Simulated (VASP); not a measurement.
Input of a VASP 6.6.1 run:

The input INCAR:

```
PREC = Accurate
ENCUT = 600
EDIFF = 1E-6
ISMEAR = 0
SIGMA = 0.1
LREAL = F
LASPH = T
NELM = 80
ALGO = Normal
ISIF = 3
LWAVE = F
LCHARG = F
GGA = PE
IBRION = 2
NSW = 90
EDIFFG = -0.04
```

KPOINTS

```
regular mesh
0
Gamma
  4 4 2
```

POSCAR

```
CeHf3O8
1.0
    3.8551595400      0.0000000000      0.0000000000
    0.0000000000      3.8551595400      0.0000000000
    0.0000000000      0.0000000000     10.9040378000
Ce Hf O
1 3 8
Direct
    0.5000000000      0.5000000000      0.0000000000
    0.0000000000      0.0000000000      0.7500000000
    0.0000000000      0.0000000000      0.2500000000
    0.5000000000      0.5000000000      0.5000000000
    0.5000000000      0.0000000000      0.8750000000
    0.0000000000      0.5000000000      0.1250000000
    0.5000000000      0.0000000000      0.3750000000
    0.0000000000      0.5000000000      0.6250000000
    0.5000000000      0.0000000000      0.1250000000
    0.0000000000      0.5000000000      0.3750000000
    0.5000000000      0.0000000000      0.6250000000
    0.0000000000      0.5000000000      0.8750000000
```

Potentials or basis: VASP PAW PBE potentials, release 64 (Ce, Hf_pv, O).

Run with:

```bash
$ cat potpaw_PBE.64/Ce/POTCAR potpaw_PBE.64/Hf_pv/POTCAR potpaw_PBE.64/O/POTCAR > POTCAR
$ mpirun -np 1 vasp_std > vasp.out
```

(1) Predict the relaxed cell.

(2) What does it give for the space group after relaxing (to 0.1 Å)?

(3) What does it give for the relaxed volume?

(4) Estimate the band gap on the k mesh.

Results:

(1) a = 3.646 Å, b = 3.646 Å, c = 10.386 Å, α = 90.00°, β = 90.00°, γ = 90.00°.

(2) P4/mmm (No. 123).

(3) 11.51 Å³/atom.

(4) 1.77 eV (least direct gap 1.86 eV).

Caveat: spin-orbit coupling is left out, which moves the levels of the heavy elements.
